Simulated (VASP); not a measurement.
Wanted: the native input for a VASP 6.6.1 run.

| Item | Value |
| --- | --- |
| Task | relaxation of cell and atoms |
| Functional | PBE |
| Potentials or basis | VASP PAW PBE potentials, release 64 (La) |
| Cutoff | 600 eV |
| k mesh | 13 × 13 × 13 |
| Occupations | fermi-dirac, width 0.08 eV |
| Spin | no spin polarisation |
| Target pressure | 0.16 GPa |
| Dipole correction | no |
| Further INCAR settings | ALGO = Normal; EDIFF = 1e-07; IBRION = 2; EDIFFG = -0.005; NSW = 32; ISIF = 3 |

The structure of La lies in POSCAR:

```
La
1.0
   -2.1102491946      2.1102491946      2.1102491946
    2.1102491946     -2.1102491946      2.1102491946
    2.1102491946      2.1102491946     -2.1102491946
La
1
Direct
    0.0000000000      0.0000000000      0.0000000000
```

The input as run:

INCAR

```
SYSTEM = La
  PREC = Accurate
  ENCUT = 600
  EDIFF = 1E-7
  ISMEAR = -1
  SIGMA = 0.08
  LREAL = .False.
  LASPH = .True.
  NELM = 100
  ALGO = Normal
  ISIF = 3
  LWAVE = .False.
  LCHARG = .False.
  GGA = PE
  IBRION = 2
  NSW = 32
  EDIFFG = -0.005
  PSTRESS = 1.6
```

KPOINTS

```
regular mesh
0
Gamma
  13 13 13
  0 0 0
```

Potentials or basis: VASP PAW PBE potentials, release 64 (La).

The run is started by

```console
$ cat potpaw_PBE.64/La/POTCAR > POTCAR
$ mpirun -np 1 vasp_std > vasp.out
```

It gave:

```yaml
Relaxed_volume: 37.64 Å³/atom
Relaxed_cell: a = 3.657 Å, b = 3.657 Å, c = 3.657 Å, α = 109.47°, β = 109.47°, γ = 109.47°
Space_group_after_relaxing_to_0.05_Å: Im-3m (No. 229)
Energy_change_on_relaxing_the_enthalpy_is_what_falls: -0.1 meV/atom
Ionic_steps: 2
Pressure_after_relaxing: 0.2 GPa
```

Caveat: the cell is relaxed towards a set pressure, so the enthalpy falls and the energy may rise.

Wall time 52 s on 1 thread of AMD EPYC 9R45 96-Core Processor (Zen 5), with other jobs on the host, peak memory 0.19 GiB.
